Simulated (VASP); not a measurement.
Here is a VASP 6.6.1 calculation.

File INCAR:

```
SYSTEM = HfN
PREC     = Accurate       ! precision mode
ENCUT    = 600            ! plane-wave cutoff, eV
EDIFF    = 1E-6           ! SCF threshold, eV
ISMEAR   = 1              ! smearing method
SIGMA    = 0.1            ! smearing width, eV
LREAL    = .FALSE.        ! projectors in reciprocal space
LASPH    = .TRUE.         ! aspherical terms in the spheres
NELM     = 100            ! most SCF steps
ALGO     = Normal         ! electronic algorithm
ISIF     = 3              ! what is computed and relaxed
LWAVE    = .FALSE.        ! write WAVECAR
LCHARG   = .FALSE.        ! write CHGCAR
GGA      = PS             ! functional
IBRION   = 2              ! ionic algorithm
NSW      = 60             ! ionic steps
EDIFFG   = -0.02          ! ionic threshold
```

KPOINTS

```
Automatic mesh
0
G
  9 9 9
  0 0 0
```

POSCAR

```
HfN
1.0
    0.0000000000      2.4548220000      2.4548220000
    2.4548220000      0.0000000000      2.4548220000
    2.4548220000      2.4548220000      0.0000000000
Hf N
1 1
Direct
    0.0000000000      0.0000000000      0.0000000000
    0.7500000000      0.7500000000      0.7500000000
```

Potentials or basis: VASP PAW PBE potentials, release 64 (Hf_pv, N).

Launch:

```sh
$ cat potpaw_PBE.64/Hf_pv/POTCAR potpaw_PBE.64/N/POTCAR > POTCAR
$ mpirun -np 1 vasp_std > vasp.out
```

(1) Predict the relaxed volume.

(2) Predict the space group after relaxing (to 0.05 Å).

(3) Estimate the relaxed cell.

## Answers

(1) 14.35 Å³/atom.

(2) F-43m (No. 216).

(3) a = 3.436 Å, b = 3.436 Å, c = 3.436 Å, α = 60.00°, β = 60.00°, γ = 60.00°.

Caveat: the PAW data sets were made with another functional, which shifts forces and pressure a little.
